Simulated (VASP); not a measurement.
# Sn (I4_1/amd) in VASP: further runs

Sn is run at these levels: RPBE, revPBE, BLYP; tasks: single point.

Everything below comes from runs of VASP 6.6.1. Logs are shortened: lines on timing, memory, paths and dates and some standing lists are left out, and cuts for length are marked.

**1. The cell of the first run**

The structure is tetragonal, space group I4_1/amd (No. 141). Conventional cell: a = 5.839 Å, b = 5.839 Å, c = 3.188 Å, α = 90.00°, β = 90.00°, γ = 90.00°. Sn (site symmetry -4m2) has 10 Sn at 3.03 to 3.77 Å within 4.0 Å.

**2. Single point, RPBE**

Input file INCAR:

```
PREC     = Accurate       # precision mode
ENCUT    = 520            # plane-wave cutoff, eV
EDIFF    = 1E-6           # SCF threshold, eV
ISMEAR   = 1              # smearing method
SIGMA    = 0.1            # smearing width, eV
LREAL    = False          # projectors in reciprocal space
LASPH    = True           # aspherical terms in the spheres
NELM     = 80             # most SCF steps
ALGO     = Normal         # electronic algorithm
ISIF     = 2              # what is computed and relaxed
LWAVE    = False          # write WAVECAR
LCHARG   = True           # write CHGCAR
GGA      = RP             # functional
LELF     = True           # ELF
LVHAR    = True         
NBANDS   = 21             # bands
```

Input file KPOINTS:

```
Automatic mesh
0
Gamma
  10 10 10
```

Input file POSCAR:

```
Sn
1.0
   -2.9196440000      2.9196440000      1.5938000000
    2.9196440000     -2.9196440000      1.5938000000
    2.9196440000      2.9196440000     -1.5938000000
Sn
2
Direct
    0.0000000000      0.0000000000      0.0000000000
    0.7500000000      0.2500000000      0.5000000000
```

Potentials or basis: VASP PAW PBE potentials, release 64 (Sn_d).

Launch:

```bash
> cat potpaw_PBE.64/Sn_d/POTCAR > POTCAR
> mpirun -np 1 vasp_std > vasp.out
```

OUTCAR:

```text
PREC = Accurate
   ENCUT = 520
   EDIFF = 1E-6
   ISMEAR = 1
   LREAL = False
   LASPH = True
   NELM = 80
   ISIF = 2
   GGA = RP

 ion  position               nearest neighbor table
   1  0.000  0.000  0.000-   2 3.03   2 3.03   2 3.03   2 3.03
   2  0.750  0.250  0.500-   1 3.03   1 3.03   1 3.03   1 3.03

  LATTYP: Found a body centered tetragonal cell.
 ALAT       =     5.8392880000
 C/A-ratio  =     0.5458884713

  Lattice vectors:

 A1 = (  -2.9196440000,   2.9196440000,   1.5938000000)
 A2 = (   2.9196440000,  -2.9196440000,   1.5938000000)
 A3 = (   2.9196440000,   2.9196440000,  -1.5938000000)

Analysis of symmetry for initial positions (statically):
=====================================================================
 Subroutine PRICEL returns:
 Original cell was already a primitive cell.

 Routine SETGRP: Setting up the symmetry group for a
 body centered tetragonal supercell.

 Subroutine GETGRP returns: Found 16 space group operations
 (whereof  8 operations were pure point group operations)
 out of a pool of 16 trial point group operations.

The static configuration has the point symmetry D_2d.
 The point group associated with its full space group is D_4h.

Analysis of symmetry for dynamics (positions and initial velocities):
=====================================================================
 Subroutine PRICEL returns:
 Original cell was already a primitive cell.

 Routine SETGRP: Setting up the symmetry group for a
 body centered tetragonal supercell.

 Subroutine GETGRP returns: Found 16 space group operations
 (whereof  8 operations were pure point group operations)
 out of a pool of 16 trial point group operations.

The dynamic configuration has the point symmetry D_2d.
 The point group associated with its full space group is D_4h.

 Subroutine INISYM returns: Found 16 space group operations
 (whereof  8 operations are pure point group operations),
 and found     1 'primitive' translations

----------------------------------------------------------------------------------------

                                     Primitive cell

  volume of cell :      54.3443

  direct lattice vectors                    reciprocal lattice vectors
    -2.919644000  2.919644000  1.593800000     0.000000000  0.171253756  0.313715648
     2.919644000 -2.919644000  1.593800000     0.171253756  0.000000000  0.313715648
     2.919644000  2.919644000 -1.593800000     0.171253756  0.171253756  0.000000000

  length of vectors
     4.425928221  4.425928221  4.425928221     0.357414824  0.357414824  0.242189384

  position of ions in fractional coordinates (direct lattice)
     0.000000000  0.000000000  0.000000000
     0.750000000  0.250000000  0.500000000

  ion indices of the primitive-cell ions
   primitive index   ion index
                 1           1
                 2           2

----------------------------------------------------------------------------------------

 KPOINTS: Automatic mesh

Automatic generation of k-mesh.
 Grid dimensions read from file:
 generate k-points for:   10   10   10

 Generating k-lattice:

  Cartesian coordinates                     Fractional coordinates (reciprocal lattice)
     0.000000000  0.017125376  0.031371565     0.100000000  0.000000000  0.000000000
     0.017125376  0.000000000  0.031371565     0.000000000  0.100000000  0.000000000
     0.017125376  0.017125376  0.000000000     0.000000000  0.000000000  0.100000000

  Length of vectors
     0.035741482  0.035741482  0.024218938

  Shift w.r.t. Gamma in fractional coordinates (k-lattice)
     0.000000000  0.000000000  0.000000000

 Subroutine IBZKPT returns following result:
 ===========================================

 Found    102 irreducible k-points:

 Following reciprocal coordinates:
            Coordinates               Weight
  0.000000  0.000000  0.000000      1.000000
  0.100000 -0.000000  0.000000      8.000000
  0.200000 -0.000000  0.000000      8.000000
  0.300000 -0.000000  0.000000      8.000000
  0.400000  0.000000  0.000000      8.000000
  0.500000 -0.000000  0.000000      4.000000
[... 16 lines left out ...]
  0.300000  0.300000  0.000000      8.000000
  0.400000  0.300000  0.000000     16.000000
 [... further k-points ...]
   k-points           NKPTS =    102   k-points in BZ     NKDIM =    102   number of bands    NBANDS=     21
   number of dos      NEDOS =    301   number of ions     NIONS =      2
   total plane-waves  NPLWV =  46656
   dimension x,y,z NGX =    36 NGY =   36 NGZ =   36
   dimension x,y,z NGXF=    72 NGYF=   72 NGZF=   72
   ions per type =               2
   NGX,Y,Z   is equivalent  to a cutoff of  13.52, 13.52, 13.52 a.u.
   NGXF,Y,Z  is equivalent  to a cutoff of  27.04, 27.04, 27.04 a.u.
 SYSTEM =  unknown system
   PREC   = accura    normal or accurate (medium, high low for compatibility)
   ISTART =      0    job   : 0-new  1-cont  2-samecut
   ICHARG =      2    charge: 1-file 2-atom 10-const
   ISPIN  =      1    spin polarized calculation?
   LNONCOLLINEAR =      F non collinear calculations
   LSORBIT =      F    spin-orbit coupling
   LASPH  =      T    aspherical Exc in radial PAW
   ENCUT  =  520.0 eV  38.22 Ry    6.18 a.u.   8.23  8.23  8.23*2*pi/ulx,y,z
   NELM   =     80;   NELMIN=  2; NELMDL= -5     # of ELM steps
   EDIFF  = 0.1E-05   stopping-criterion for ELM
   LREAL  =      F    real-space projection
   EDIFFG = 0.1E-04   stopping-criterion for IOM
   NSW    =      0    number of steps for IOM
   IBRION =     -1    ionic relax: 0-MD 1-quasi-New 2-CG
   NFREE  =      0    steps in history (QN), initial steepest desc. (CG)
   ISIF   =      2    stress and relaxation
   ISYM   =      2    0-nonsym 1-usesym 2-fastsym
   POTIM  = 0.5000    time-step for ionic-motion
   TEBEG  =    0.0;   TEEND  =   0.0 temperature during run
   PSTRESS=    0.0 pullay stress
   NELECT =      28.0000    total number of electrons
   NUPDOWN=      -1.0000    fix difference up-down
   EMIN   =  10.00;   EMAX   =-10.00  energy-range for DOS
   EFERMI =   0.00;   METHOD = LEGACY
   ISMEAR =     1;   SIGMA  =   0.10  broadening in eV -4-tet -1-fermi 0-gaus
   EFERMI_NEDOS =   21; number of points for ismear=-14 and -15
   IALGO  =     38    algorithm
   IMIX   =      4    mixing-type and parameters
     AMIX     =   0.40;   BMIX     =  1.00
     AMIX_MAG =   1.60;   BMIX_MAG =  1.00
  volume/ion in A,a.u.               =      27.17       183.37
  Fermi-wavevector in a.u.,A,eV,Ry     =   1.312430  2.480134 23.435678  1.722474
  Thomas-Fermi vector in A             =   2.442823
   LORBIT       =      0    0 simple, 1 ext, 2 COOP (PROOUT), +10 PAW based schemes
   GGA     = RP    functional components
   LHFCALC =     F    Hartree Fock is set to
   AEXX    =    0.0000 exact exchange contribution
   IVDW    =     0    specifies the selected vdW correction
   LEPSILON=     F    determine dielectric tensor
   LRPA    =     F    only Hartree local field effects (RPA)
 non-spin polarized calculation
 Methfessel and Paxton  Order N= 1 SIGMA  =   0.10
  energy-cutoff  :      520.00
  volume of cell :       54.34
 maximum number of plane-waves:      1484
 NGX is ok and might be reduce to    36
   NGX = 17   NGY = 17   NGZ = 17

 number of electron      27.9999999 magnetization

 Free energy of the ion-electron system (eV)
  ---------------------------------------------------
  ext. energy  EPLUGINS =         0.00000000
  ---------------------------------------------------
  free energy    TOTEN  =        -6.82377163 eV

  energy without entropy =       -6.82324072  energy(sigma->0) =       -6.82359466

 E-fermi :   8.1087     XC(G=0): -10.2165

 val. band max:        8.1086661305   @ k =  -0.2000  -0.2000   0.1000
 cond. band min:       8.1156031413   @ k =   0.2000   0.1000   0.0000
 fundamental gap:      0.0069370108
 Fermi energy:         8.1087428244

 k-point     1 :       0.0000    0.0000    0.0000
  band No.  band energies     occupation
      1     -13.6450      2.00000
      2     -13.5594      2.00000
      3     -13.5211      2.00000
      4     -13.5049      2.00000
      5     -13.3612      2.00000
      6     -13.3612      2.00000
[... 13 lines left out ...]
     20      17.9074      0.00000
     21      18.5680      0.00000

 k-point     2 :       0.1000   -0.0000    0.0000
  band No.  band energies     occupation
      1     -13.6388      2.00000
      2     -13.5403      2.00000
      3     -13.5140      2.00000
      4     -13.4829      2.00000
      5     -13.3745      2.00000
      6     -13.3715      2.00000
[... 13 lines left out ...]
     20      17.1223      0.00000
     21      17.2055      0.00000

 k-point     3 :       0.2000   -0.0000    0.0000
  band No.  band energies     occupation
      1     -13.6209      2.00000
      2     -13.4959      2.00000
      3     -13.4954      2.00000
      4     -13.4421      2.00000
      5     -13.4016      2.00000
      6     -13.3731      2.00000
[... 13 lines left out ...]
     20      15.7279      0.00000
     21      16.4918      0.00000

 k-point     4 :       0.3000   -0.0000    0.0000
  band No.  band energies     occupation
      1     -13.5983      2.00000
      2     -13.4761      2.00000
      3     -13.4655      2.00000
      4     -13.4451      2.00000
      5     -13.4254      2.00000
      6     -13.3853      2.00000
[... 13 lines left out ...]
     20      14.8546      0.00000
     21      17.1995      0.00000

 k-point     5 :       0.4000    0.0000    0.0000
  band No.  band energies     occupation
      1     -13.5796      2.00000
      2     -13.4815      2.00000
      3     -13.4777      2.00000
      4     -13.4502      2.00000
      5     -13.4223      2.00000
      6     -13.4021      2.00000
[... 13 lines left out ...]
     20      15.8958      0.00000
     21      18.3860      0.00000
[... 382 lines left out ...]
     20      17.9501      0.00000
     21      18.6346      0.00000

 k-point    22 :      -0.2000    0.2000    0.0000
  band No.  band energies     occupation
      1     -13.6130      2.00000
      2     -13.5645      2.00000
      3     -13.5237      2.00000
      4     -13.4942      2.00000
      5     -13.3777      2.00000
      6     -13.3453      2.00000
[... 13 lines left out ...]
     20      18.0690      0.00000
     21      18.2139      0.00000

 k-point    23 :       0.3000    0.3000    0.0000
  band No.  band energies     occupation
      1     -13.5682      2.00000
      2     -13.5024      2.00000
      3     -13.4626      2.00000
      4     -13.4438      2.00000
      5     -13.4181      2.00000
      6     -13.3550      2.00000
[... 13 lines left out ...]
     20      16.1351      0.00000
     21      17.8579      0.00000

 k-point    24 :       0.4000    0.3000    0.0000
  band No.  band energies     occupation
      1     -13.5481      2.00000
      2     -13.5013      2.00000
      3     -13.4740      2.00000
      4     -13.4464      2.00000
      5     -13.4077      2.00000
      6     -13.3509      2.00000
[... 13 lines left out ...]
     20      17.2307      0.00000
     21      17.9909      0.00000

 [... further k-points ...]

------------------------ aborting loop because EDIFF is reached ----------------------------------------

  FORCE on cell =-STRESS in cart. coord.  units (eV):
  Direction    XX          YY          ZZ          XY          YZ          ZX
  --------------------------------------------------------------------------------------
  -------------------------------------------------------------------------------------
  Total        1.3949975      1.3949975      1.0898780      0.0000000     -0.0000000      0.0000000
  in kB       41.1273178     41.1273178     32.1317845      0.0000000     -0.0000000      0.0000000
  external PRESSURE =      38.1288067 kB  Pullay stress =       0.0000000 kB

 VOLUME and BASIS-vectors are now :
 -----------------------------------------------------------------------------
  energy-cutoff  :      520.00
  volume of cell :       54.34
      direct lattice vectors                 reciprocal lattice vectors
    -2.919644000  2.919644000  1.593800000     0.000000000  0.171253756  0.313715648
     2.919644000 -2.919644000  1.593800000     0.171253756  0.000000000  0.313715648
     2.919644000  2.919644000 -1.593800000     0.171253756  0.171253756  0.000000000

 POSITION                                       TOTAL-FORCE (eV/Angst)
 -----------------------------------------------------------------------------------
      0.00000      0.00000      0.00000        -0.000000     -0.000000     -0.000000
      0.00000      2.91964      0.79690         0.000000      0.000000      0.000000
 -----------------------------------------------------------------------------------
    total drift:                               -0.000000      0.000000     -0.000000

  FREE ENERGIE OF THE ION-ELECTRON SYSTEM (eV)
  ---------------------------------------------------
  free  energy   TOTEN  =        -6.8237716289 eV

  energy  without entropy=       -6.8232407241  energy(sigma->0) =       -6.82359466
```

It took 39 s on 1 thread of Intel Xeon 6975P-C (Granite Rapids), shared host; peak memory 0.25 GiB.

Results:

```yaml
Free_energy: -6.8238 eV
Pressure: 3.8 GPa
Band_gap_on_the_k_mesh: zero (band 14 reaches 9.55 eV, above the bottom of band 15 at 5.65 eV)
```

Caveat: the PAW data sets were made with another functional, which shifts forces and pressure a little; spin-orbit coupling is left out, which moves the levels of the heavy elements.

**3. Single point, revPBE**

Input file INCAR:

```
SYSTEM = Sn
  ALGO = Normal
  EDIFF = 1E-7
  ENCUT = 520
  GGA = RE
  ISIF = 2
  ISMEAR = 1
  LASPH = .TRUE.
  LCHARG = .TRUE.
  LELF = .TRUE.
  LREAL = .FALSE.
  LVHAR = .TRUE.
  LWAVE = .FALSE.
  NBANDS = 21
  NELM = 80
  PREC = Accurate
  SIGMA = 0.1
```

Input file KPOINTS:

```
k-points
0
G
  10 10 10
  0 0 0
```

POSCAR is that of step 2.

Potentials or basis: VASP PAW PBE potentials, release 64 (Sn_d).

Launch:

```bash
> cat potpaw_PBE.64/Sn_d/POTCAR > POTCAR
> mpirun -np 1 vasp_std > vasp.out
```

Wall time 43 s (1 thread of Intel Xeon 6975P-C (Granite Rapids), shared host); peak memory 0.25 GiB.

It converged, with:

* Free energy: -6.9532 eV
* Pressure: 3.4 GPa
* Band gap on the k mesh: zero (band 14 reaches 9.51 eV, above the bottom of band 15 at 5.62 eV)

Stress tensor (GPa, compression positive):
```
3.71 0.00 0.00
0.00 3.71 0.00
0.00 0.00 2.81
```

Levels at points of the mesh, in eV from the Fermi level:
| k point | band 11 | band 12 | band 13 | band 14 | band 15 | band 16 | band 17 | band 18 |
| --- | --- | --- | --- | --- | --- | --- | --- | --- |
| (0.00, 0.00, 0.00) | -11.14 | -3.61 | -2.00 | -2.00 | 2.93 | 6.23 | 6.23 | 6.80 |
| (0.50, 0.00, 0.00) | -6.94 | -5.42 | -2.32 | -1.72 | -1.18 | 2.20 | 2.84 | 4.67 |
| (0.50, 0.50, 0.00) | -8.90 | -8.90 | 0.57 | 0.57 | 1.58 | 1.58 | 5.97 | 5.97 |
| (0.50, 0.50, 0.50) | -7.55 | -7.55 | -4.84 | -4.84 | 4.98 | 4.98 | 9.42 | 9.42 |

Caveat: the PAW data sets were made with another functional, which shifts forces and pressure a little; spin-orbit coupling is left out, which moves the levels of the heavy elements.

**4. Single point, BLYP**

Input file INCAR:

```
SYSTEM = Sn
  AGGAC = 1.0
  AGGAX = 1.0
  ALDAC = 0.0
  ALDAX = 1.0
  ALGO = Normal
  EDIFF = 1E-7
  ENCUT = 520
  GGA = B5
  ISIF = 2
  ISMEAR = 1
  LASPH = .TRUE.
  LCHARG = .FALSE.
  LREAL = .FALSE.
  LWAVE = .FALSE.
  NBANDS = 21
  NELM = 60
  PREC = Accurate
  SIGMA = 0.1
```

KPOINTS is that of step 3.

POSCAR is that of step 3.

Launch:

```bash
> cat potpaw_PBE.64/Sn_d/POTCAR > POTCAR
> mpirun -np 1 vasp_std > vasp.out
```

Run time: 51 s. Hardware: 1 thread of Intel Xeon 6975P-C (Granite Rapids), shared host; peak memory 0.24 GiB.

It converged, with:

| Quantity | Value |
| --- | --- |
| Free energy | -5.9005 eV |
| Pressure | 6.8 GPa |
| Band gap on the k mesh | zero (band 14 reaches 9.91 eV, above the bottom of band 15 at 6.10 eV) |

Stress tensor (GPa, compression positive):
```
7.24 0.00 0.00
0.00 7.24 0.00
0.00 0.00 6.02
```

Levels at points of the mesh, in eV from the Fermi level:
```tsv
k point	band 11	band 12	band 13	band 14	band 15	band 16	band 17	band 18
(0.00, 0.00, 0.00)	-11.15	-3.82	-1.98	-1.98	3.37	6.10	6.10	6.62
(0.50, 0.00, 0.00)	-7.06	-5.44	-2.38	-1.71	-1.17	2.48	2.77	4.62
(0.50, 0.50, 0.00)	-8.93	-8.93	0.57	0.57	1.62	1.62	5.90	5.90
(0.50, 0.50, 0.50)	-7.65	-7.65	-4.69	-4.69	4.97	4.97	9.17	9.17
```

Caveat: the PAW data sets were made with another functional, which shifts forces and pressure a little; spin-orbit coupling is left out, which moves the levels of the heavy elements.

**5. The runs side by side**

| level | gap on the mesh (eV) | pressure (GPa) |
| --- | --- | --- |
| RPBE | none | 3.8 |
| revPBE | none | 3.4 |
| BLYP | none | 6.8 |

Alike in all rows: task single point; potentials or basis VASP PAW PBE potentials, release 64 (Sn_d); no spin polarisation; cell as given; k mesh 10 × 10 × 10; cutoff (eV) 520; smearing methfessel-paxton 0.1 eV.

Every run on the cell as given and a fine mesh finds a metal. The pressure there spans 3.4 GPa (revPBE) to 6.8 GPa (BLYP); a positive pressure means that this level wants a larger cell, a negative one a smaller.

Caveats: the PAW data sets were made with another functional, which shifts forces and pressure a little; spin-orbit coupling is left out, which moves the levels of the heavy elements.

Absolute energies hang on the potentials; compare differences alone.
